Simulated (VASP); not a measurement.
# CdSe (I-4m2) in VASP: further runs

CdSe is run at these levels: r2SCAN, PBE; tasks: dielectric tensor, G0W0 quasiparticle levels.

Everything below comes from runs of VASP 6.6.1. Logs are shortened: lines on timing, memory, paths and dates and some standing lists are left out, and cuts for length are marked.

### 1 The cell of the first run

It takes space group I-4m2 (No. 119, tetragonal). The conventional cell has a = 4.165 Å, b = 4.165 Å, c = 6.473 Å, α = 90.00°, β = 90.00°, γ = 90.00°. Within 3.5 Å of Cd (site symmetry -4m2) lie 4 Se at 2.64 Å. Se (site symmetry -4m2) has 4 Cd at 2.64 Å within 3.5 Å.

### 2 Dielectric tensor, r2SCAN (epitaxial xy strain -4.0%)

Input file INCAR:

```
SYSTEM = CdSe
PREC = Accurate ; ENCUT = 520
EDIFF = 1E-8 ; ISMEAR = 0
SIGMA = 0.01 ; LREAL = .FALSE.
LASPH = .TRUE. ; NELM = 100
ALGO = Normal ; ISIF = 2
LWAVE = .FALSE. ; LCHARG = .FALSE.
METAGGA = R2SCAN ; LMIXTAU = .TRUE.
LCALCEPS = .TRUE.
```

Input file KPOINTS:

```
regular mesh
0
G
  6 6 6
  0 0 0
```

Input file POSCAR:

```
CdSe
1.0
    0.0000000000      2.9450697268      3.2364023001
    2.9450697268      0.0000000000      3.2364023001
    2.9450697268      2.9450697268      0.0000000000
Cd Se
1 1
Direct
    0.0000000000      0.0000000000      0.0000000000
    0.2500000000      0.2500000000      0.2500000000
```

Potentials or basis: VASP PAW PBE potentials, release 64 (Cd, Se).

Command:

```bash
$ cat potpaw_PBE.64/Cd/POTCAR potpaw_PBE.64/Se/POTCAR > POTCAR
$ mpirun -np 1 vasp_std > vasp.out
```

OUTCAR:

```text
SYSTEM = CdSe
   PREC = Accurate
   ENCUT = 520
   EDIFF = 1E-8
   ISMEAR = 0
   LREAL = .FALSE.
   LASPH = .TRUE.
   NELM = 100
   ISIF = 2
   METAGGA = R2SCAN

 ion  position               nearest neighbor table
   1  0.000  0.000  0.000-   2 2.64   2 2.64   2 2.64   2 2.64
   2  0.250  0.250  0.250-   1 2.64   1 2.64   1 2.64   1 2.64

  LATTYP: Found a body centered tetragonal cell.
 ALAT       =     4.1649575498
 C/A-ratio  =     1.5541105816

  Lattice vectors:

 A1 = (  -2.9450697268,   0.0000000000,   3.2364023001)
 A2 = (   2.9450697268,   0.0000000000,   3.2364023001)
 A3 = (   0.0000000000,   2.9450697268,  -3.2364023001)

Analysis of symmetry for initial positions (statically):
=====================================================================
 Subroutine PRICEL returns:
 Original cell was already a primitive cell.

 Routine SETGRP: Setting up the symmetry group for a
 body centered tetragonal supercell.

 Subroutine GETGRP returns: Found  8 space group operations
 (whereof  8 operations were pure point group operations)
 out of a pool of 16 trial point group operations.

The static configuration has the point symmetry D_2d.

Analysis of symmetry for dynamics (positions and initial velocities):
=====================================================================
 Subroutine PRICEL returns:
 Original cell was already a primitive cell.

 Routine SETGRP: Setting up the symmetry group for a
 body centered tetragonal supercell.

 Subroutine GETGRP returns: Found  8 space group operations
 (whereof  8 operations were pure point group operations)
 out of a pool of 16 trial point group operations.

The dynamic configuration has the point symmetry D_2d.

 Subroutine INISYM returns: Found  8 space group operations
 (whereof  8 operations are pure point group operations),
 and found     1 'primitive' translations

----------------------------------------------------------------------------------------

                                     Primitive cell

  volume of cell :      56.1415

  direct lattice vectors                    reciprocal lattice vectors
     0.000000000  2.945069727  3.236402300    -0.169775267  0.169775267  0.154492536
     2.945069727  0.000000000  3.236402300     0.169775267 -0.169775267  0.154492536
     2.945069727  2.945069727  0.000000000     0.169775267  0.169775267 -0.154492536

  length of vectors
[... 138 lines left out ...]

 k-point     1 :       0.0000    0.0000    0.0000
  band No.  band energies     occupation
      1     -12.3537      2.00000
      2      -7.5429      2.00000
      3      -7.4927      2.00000
      4      -7.4915      2.00000
      5      -7.1248      2.00000
      6      -7.1065      2.00000
      7       0.4087      2.00000
      8       0.7679      2.00000
      9       0.7686      2.00000
     10   10000.0000      0.00000
     11   10000.0000      0.00000
     12   10000.0000      0.00000
     13   10000.0000      0.00000
[... 354 lines left out ...]
  band No.  band energies     occupation
      1     -11.8587      2.00000
      2      -7.3482      2.00000
      3      -7.2806      2.00000
      4      -7.2221      2.00000
      5      -7.0718      2.00000
      6      -6.7247      2.00000
      7      -3.1187      2.00000
      8      -1.5227      2.00000
      9      -1.0692      2.00000
     10   10000.0000      0.00000
     11   10000.0000      0.00000
     12   10000.0000      0.00000
     13   10000.0000      0.00000

 [... further k-points ...]

------------------------ aborting loop because EDIFF is reached ----------------------------------------

            Ionic dipole moment: p[ion]=(     8.83521     8.83521     9.70921 ) |e| Angst

 Total electronic dipole moment: p[elc]=(     0.01186     0.01186     0.03032 ) |e| Angst

 MACROSCOPIC STATIC DIELECTRIC TENSOR (including local field effects)
 ------------------------------------------------------
           6.322598    -0.000000     0.000000
           0.000000     6.322598     0.000000
           0.000000     0.000000     6.577249
 ------------------------------------------------------

 PIEZOELECTRIC TENSOR (including local field effects) (e Angst)
          XX          YY          ZZ          XY          YZ          ZX
  --------------------------------------------------------------------------------
  x     0.00000     0.00000     0.00000     0.00000    -2.31056     0.00000
  y     0.00000     0.00000     0.00000     0.00000     0.00000    -2.31056
  z     0.00000     0.00000     0.00000    -1.95999     0.00000     0.00000

 PIEZOELECTRIC TENSOR (including local field effects) (C/m^2)
          XX          YY          ZZ          XY          YZ          ZX
  --------------------------------------------------------------------------------
  x     0.00000     0.00000     0.00000     0.00000    -0.65939     0.00000
  y     0.00000     0.00000     0.00000     0.00000     0.00000    -0.65939
  z     0.00000     0.00000     0.00000    -0.55935     0.00000     0.00000

 BORN EFFECTIVE CHARGES (including local field effects) (in |e|, cummulative output)
 ---------------------------------------------------------------------------------
 ion    1
    1     2.15860     0.00000    -0.00000
    2     0.00000     2.15860    -0.00000
    3     0.00000     0.00000     2.39480
 ion    2
    1    -2.15860     0.00000     0.00000
    2     0.00000    -2.15860     0.00000
    3     0.00000     0.00000    -2.39480

  FORCE on cell =-STRESS in cart. coord.  units (eV):
  Direction    XX          YY          ZZ          XY          YZ          ZX
  --------------------------------------------------------------------------------------
  -------------------------------------------------------------------------------------
  Total        0.7618356      0.7618356      0.1007525      0.0000000      0.0000000      0.0000000
  in kB       21.7414350     21.7414350      2.8752960      0.0000000      0.0000000      0.0000000
  external PRESSURE =      15.4527220 kB  Pullay stress =       0.0000000 kB

 VOLUME and BASIS-vectors are now :
 -----------------------------------------------------------------------------
  energy-cutoff  :      520.00
  volume of cell :       56.14
      direct lattice vectors                 reciprocal lattice vectors
     0.000000000  2.945069727  3.236402300    -0.169775267  0.169775267  0.154492536
     2.945069727  0.000000000  3.236402300     0.169775267 -0.169775267  0.154492536
     2.945069727  2.945069727  0.000000000     0.169775267  0.169775267 -0.154492536

 POSITION                                       TOTAL-FORCE (eV/Angst)
 -----------------------------------------------------------------------------------
      0.00000      0.00000      0.00000         0.000000      0.000000     -0.000000
      1.47253      1.47253      1.61820        -0.000000     -0.000000      0.000000
 -----------------------------------------------------------------------------------
    total drift:                               -0.000039     -0.000039     -0.000039

  FREE ENERGIE OF THE ION-ELECTRON SYSTEM (eV)
  ---------------------------------------------------
  free  energy   TOTEN  =       -35.8843820979 eV

  energy  without entropy=      -35.8843820979  energy(sigma->0) =      -35.88438210
```

Run time: 34 min. Hardware: 1 thread of Intel Xeon 6975P-C (Granite Rapids), shared host; peak memory 0.49 GiB.

What came out:

```
Band gap on the k mesh                  : 0.95 eV
Electronic dielectric tensor (diagonal) : 6.32, 6.32, 6.58
Born charges (mean of the diagonal)     : Cd +2.24; Se -2.24 e
```

Levels at points of the mesh, in eV from the valence-band top:
```csv
k point,band 6,band 7,band 8,band 9,band 10,band 11,band 12,band 13
"(0.00, 0.00, 0.00)",-7.87,-0.36,0.00,0.00,0.95,6.40,6.40,6.44
"(0.50, 0.00, 0.00)",-7.58,-4.52,-1.09,-0.64,2.67,6.59,7.20,7.76
"(0.50, 0.50, 0.00)",-7.62,-4.55,-1.71,-1.71,3.61,4.60,8.97,10.95
"(0.50, 0.00, 0.50)",-7.46,-4.00,-2.18,-2.03,3.25,3.79,9.83,10.09
```

Electronic dielectric tensor:
```
6.32 0.00 0.00
0.00 6.32 0.00
0.00 0.00 6.58
```

Born effective charge tensors (e):
atom 1, Cd
```
2.16 0.00 0.00
0.00 2.16 0.00
0.00 0.00 2.39
```
atom 2, Se
```
-2.16  0.00  0.00
 0.00 -2.16  0.00
 0.00  0.00 -2.39
```

Dipole moments of the cell (e·Å, modulo the quantum): ionic 8.835, 8.835, 9.709; electronic 0.012, 0.012, 0.030

Caveat: the cell differs from its parent crystal (epitaxial xy strain -4.0%); the structure was generated, so it needn't be the stable form of CdSe; the PAW data sets were made with another functional, which shifts forces and pressure a little.

(Continued in part 2 of 2.)
